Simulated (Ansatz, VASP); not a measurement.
PbS: VASP beside Ansatz

```xyz
2
Lattice="0.0000 2.7894 2.7894 2.7894 0.0000 2.7894 2.7894 2.7894 0.0000" Properties=species:S:1:pos:R:3 pbc="T T T"
Pb    0.0000    0.0000    0.0000
S     1.3947    1.3947    1.3947
```

Change from the starting cell: volume scaled by 0.64, PAW files.

Alike in both runs: task single point; functional LDA; k mesh 12 × 12 × 12; occupations fermi-dirac, width 0.1 eV; no spin polarisation.

```csv
,VASP,Ansatz
version,VASP 6.6.1,Ansatz 0.2.0
potentials or method,"VASP PAW LDA potentials, release 64 (Pb_d, S)","PAW with Ansatz's default frozen-core files, scalar-relativistic"
plane-wave cutoff (eV),520,420
valence electrons in the cell,20,20
```

Ansatz gave:

| Quantity | Value |
| --- | --- |
| pressure (GPa) | 43.0 |

**Question.** Which values does VASP return?

**Answer.** Pressure (GPa): 43.1.

LDA's correlation is that of Perdew and Zunger in VASP and of Perdew and Wang (1992) in Ansatz. Both programs put the cell under a high pressure, so it lies far from rest at this level.

Neither program's run includes spin-orbit coupling.
